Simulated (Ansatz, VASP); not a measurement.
## One calculation of Sr, two programs

```
CELL_PARAMETERS angstrom
-2.47256 2.47256 2.47256
2.47256 -2.47256 2.47256
2.47256 2.47256 -2.47256
ATOMIC_POSITIONS crystal
Sr 0.00000 0.00000 0.00000
```

Change from the starting cell: volume scaled by 1.06, PAW files.

Alike in both runs: task electric field gradients; functional PBE; k mesh 12 × 12 × 12; occupations fermi-dirac, width 0.05 eV; no spin polarisation.

```csv
,VASP,Ansatz
version,VASP 6.6.1,Ansatz 0.2.0
potentials or method,"VASP PAW PBE potentials, release 64 (Sr_sv)","PAW with Ansatz's default frozen-core files, scalar-relativistic"
plane-wave cutoff (eV),520,420
valence electrons in the cell,10,10
```

```csv
,VASP,Ansatz,Ansatz less VASP
pressure (GPa),-1.1,-1.1,0.00
```

With one functional, cell and mesh, what is left measures potentials, basis and numerics.
